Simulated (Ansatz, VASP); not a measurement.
# SnO2: VASP beside Ansatz

File INCAR:

```
SYSTEM = SnO2
PREC = Accurate
ENCUT = 520
EDIFF = 1E-7
ISMEAR = -1
SIGMA = 0.02
LREAL = .False.
LASPH = .True.
NELM = 80
ALGO = Normal
ISIF = 2
LWAVE = .False.
LCHARG = .True.
GGA = PE
LELF = .True.
LVHAR = .True.
NBANDS = 35
```

Contents of KPOINTS:

```
regular mesh
0
Gamma
  6 6 8
  0 0 0
```

Contents of POSCAR:

```
SnO2
1.0
    4.6653622500      0.0000000000      0.0000000000
    0.0000000000      4.6653622500      0.0000000000
    0.0000000000      0.0000000000      3.1360786656
Sn O
2 4
Direct
    0.0000000000      0.0000000000      0.0000000000
    0.5000000000      0.5000000000      0.5000000000
    0.3046499520      0.3046499520      0.0000000000
    0.1953500480      0.8046499520      0.5000000000
    0.8046499520      0.1953500480      0.5000000000
    0.6953500480      0.6953500480      0.0000000000
```

Input for Ansatz:

```yaml
crystal:
  lattice:
    - [4.66536225, 0.0, 0.0]
    - [0.0, 4.66536225, 0.0]
    - [0.0, 0.0, 3.1360786656]
  atoms:
    - { symbol: Sn, position: [0.0, 0.0, 0.0] }
    - { symbol: Sn, position: [0.5, 0.5, 0.5] }
    - { symbol: O, position: [0.304649952, 0.304649952, 0.0] }
    - { symbol: O, position: [0.195350048, 0.804649952, 0.5] }
    - { symbol: O, position: [0.804649952, 0.195350048, 0.5] }
    - { symbol: O, position: [0.695350048, 0.695350048, 0.0] }
kpoints:
  mp_grid: { grid: [6, 6, 8] }
  band_path:
    path:
      - [0.0, 0.0, 0.0]
      - [0.0, 0.5, 0.0]
      - [0.5, 0.5, 0.0]
      - [0.0, 0.0, 0.5]
      - [0.0, 0.5, 0.5]
      - [0.5, 0.5, 0.5]
    npoints: 1
hamiltonian:
  xc: pbe
scf:
  occupations: { method: fermi_dirac, width: 0.02 }
  n_extra_bands: 5
output:
  forces: true
  stress: true
  eigenvalues: true
```

Change from the starting cell: hydrostatic strain -2.0%.

Alike in both runs: task single point; functional PBE; k mesh 6 × 6 × 8; occupations fermi-dirac, width 0.02 eV; no spin polarisation.

|  | VASP | Ansatz |
| --- | --- | --- |
| version | VASP 6.6.1 | Ansatz 0.2.0 |
| potentials or method | VASP PAW PBE potentials, release 64 (Sn_d, O) | plane waves, PAW |
| plane-wave cutoff (eV) | 520 | 420 |
| valence electrons in the cell | 52 | 52 |

Ansatz gave:

| Item | Value |
| --- | --- |
| gap on the k mesh at the Fermi level (eV) | 1.79 |
| pressure (GPa) | 22.7 |
| traceless stress, the component that is largest in VASP (GPa) | 3.35 |
| rms of the force components (eV/Å) | 0.014 |

Question: What did VASP give for the same quantities?

Answer: gap on the k mesh at the Fermi level (eV): 1.79; pressure (GPa): 23.5; traceless stress, the component that is largest in VASP (GPa): 3.57; rms of the force components (eV/Å): 0.022.

Atom by atom the forces differ by 0.008 eV/Å (rms over components).
